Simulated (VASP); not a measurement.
Wanted: the native input for a VASP 6.6.1 run.

| Quantity | Value |
| --- | --- |
| Task | single point |
| Functional | r2SCAN |
| Potentials or basis | VASP PAW PBE potentials, release 64 (Ag) |
| Cutoff | 520 eV |
| k mesh | 20 × 20 × 20 |
| Occupations | gaussian, width 0.15 eV |
| Spin | no spin polarisation |
| Dipole correction | no |
| Further INCAR settings | ALGO = Normal; EDIFF = 1e-06; NBANDS = 12 |

Crystal: Ag.

```xyz
1
Lattice="-1.6557 1.6867 1.6867 1.6557 -1.6246 1.6246 1.6557 1.6246 -1.6246" Properties=species:S:1:pos:R:3 pbc="T T T"
Ag    0.0000    0.0000    0.0000
```

This cell differs from its parent crystal: strain +0.0375 x Voigt [0, 0, 0, 1, 0, 0].

One way to write it, as run:

POSCAR

```
Ag
1.0
   -1.6556540000      1.6866975125      1.6866975125
    1.6556540000     -1.6246104875      1.6246104875
    1.6556540000      1.6246104875     -1.6246104875
Ag
1
Direct
    0.0000000000      0.0000000000      0.0000000000
```

INCAR.step1

```
SYSTEM = Ag
  ALGO = Normal
  EDIFF = 1E-4
  ENCUT = 520
  GGA = PE
  ISMEAR = 0
  LASPH = .True.
  LCHARG = .False.
  LREAL = .False.
  LWAVE = .True.
  NBANDS = 12
  NELM = 60
  PREC = Accurate
  SIGMA = 0.15
```

INCAR.step2

```
SYSTEM = Ag
  ALGO = Normal
  EDIFF = 1E-6
  ENCUT = 520
  ISIF = 2
  ISMEAR = 0
  ISTART = 1
  LASPH = .True.
  LCHARG = .False.
  LMIXTAU = .True.
  LREAL = .False.
  LWAVE = .False.
  METAGGA = R2SCAN
  NBANDS = 12
  NELM = 60
  PREC = Accurate
  SIGMA = 0.15
```

KPOINTS

```
k-points
0
Gamma
  20 20 20
  0 0 0
```

Potentials or basis: VASP PAW PBE potentials, release 64 (Ag).

Command:

```sh
$ cat potpaw_PBE.64/Ag/POTCAR > POTCAR
$ cp INCAR.step1 INCAR
$ mpirun -np 1 vasp_std > vasp.out
$ cp INCAR.step2 INCAR
$ mpirun -np 1 vasp_std > vasp.out
```

Results of the run:

| Property | Result |
| --- | --- |
| Pressure | -3.4 GPa |
| Band gap on the k mesh | zero (an odd number of electrons rules out a gap without spin polarisation) |

Caveat: the cell differs from its parent crystal (strain +0.0375 x Voigt [0, 0, 0, 1, 0, 0]); the cell stands under tension; the PAW data sets were made with another functional, which shifts forces and pressure a little.

Wall time 12 min on 1 thread of Intel Xeon 8259CL (shared host), peak memory 0.35 GiB.
